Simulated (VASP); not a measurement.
Write the native input for VASP 6.6.1 that does the following.

```
Task                   : single point
Functional             : PBE
Potentials or basis    : VASP PAW PBE potentials, release 64 (Al, Ni)
Cutoff                 : 520 eV
k mesh                 : 16 × 16 × 16
Occupations            : gaussian, width 0.15 eV
Spin                   : no spin polarisation
Dipole correction      : no
Further INCAR settings : ALGO = Fast; EDIFF = 1e-06; NBANDS = 14
```

The structure of AlNi lies in POSCAR:

```
AlNi
1.0
    1.8929072105     -1.8928758863      0.0000000000
    2.2673154871      2.2672903588      0.0000000000
    0.0000000000      0.0000000000      2.9004437058
Al Ni
1 1
Direct
    0.0000000000      0.0000000000      0.0000000000
    0.5000000000      0.5000000000      0.5000000000
```

This cell differs from its parent crystal: normal strain along x -0.0733, normal strain along y +0.1100.

One way to write it, as run:

INCAR

```
SYSTEM = AlNi
PREC     = Accurate       ! precision mode
ENCUT    = 520            ! plane-wave cutoff, eV
EDIFF    = 1E-6           ! SCF threshold, eV
ISMEAR   = 0              ! smearing method
SIGMA    = 0.15           ! smearing width, eV
LREAL    = .False.        ! projectors in reciprocal space
LASPH    = .True.         ! aspherical terms in the spheres
NELM     = 100            ! most SCF steps
ALGO     = Fast           ! electronic algorithm
ISIF     = 2              ! what is computed and relaxed
LWAVE    = .False.        ! write WAVECAR
LCHARG   = .False.        ! write CHGCAR
GGA      = PE             ! functional
NBANDS   = 14             ! bands
```

KPOINTS

```
regular mesh
0
Gamma
  16 16 16
  0 0 0
```

Potentials or basis: VASP PAW PBE potentials, release 64 (Al, Ni).

The run is started by

```console
$ cat potpaw_PBE.64/Al/POTCAR potpaw_PBE.64/Ni/POTCAR > POTCAR
$ mpirun -np 1 vasp_std > vasp.out
```

It gave:

```yaml
Pressure: -3.2 GPa
Band_gap_on_the_k_mesh: zero (an odd number of electrons rules out a gap without spin polarisation)
```

Caveat: the cell differs from its parent crystal (normal strain along x -0.0733, normal strain along y +0.1100); the cell stands under tension.

Run time: 6.1 min on 1 thread of Intel(R) Xeon(R) Platinum 8259CL CPU @ 2.50GHz (Skylake/Cascade Lake), on a shared host, peak memory 0.5 GiB.
